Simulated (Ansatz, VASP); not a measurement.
## Two plane-wave programs on Sr2B3

```
B Sr
1.0
     6.75756    0.00000    0.00000
     0.00000    6.75756    0.00000
     0.00000    0.00000    3.94373
B Sr
6 4
Direct
  0.37140 0.87140 0.50000
  0.12860 0.37140 0.50000
  0.62860 0.12860 0.50000
  0.87140 0.62860 0.50000
  0.00000 0.00000 0.50000
  0.50000 0.50000 0.50000
  0.17340 0.67340 0.00000
  0.32660 0.17340 0.00000
  0.82660 0.32660 0.00000
  0.67340 0.82660 0.00000
```

Alike in both runs: task single point; functional PBE; k mesh 3 × 3 × 5; occupations fermi-dirac, width 0.0901 eV; no spin polarisation.

|  | VASP | Ansatz |
| --- | --- | --- |
| version | VASP 6.6.1 | Ansatz 0.2.0 |
| potentials or method | VASP PAW PBE potentials, release 64 (B, Sr_sv), cutoff 520 eV | PAW plane waves |
| valence electrons in the cell | 58 | 58 |

|  | VASP | Ansatz | Ansatz less VASP |
| --- | --- | --- | --- |
| gap on the k mesh at the Fermi level (eV) | none | none | - |
| pressure (GPa) | 0.8 | 0.6 | -0.27 |
| traceless stress, the component that is largest in VASP (GPa) | 5.67 | 5.63 | -0.044 |
| rms of the force components (eV/Å) | 0.428 | 0.428 | -0.0008 |

Atom by atom the forces differ by 0.002 eV/Å (rms over components). A gap of «none» marks a metal or a gap that the smearing closes.
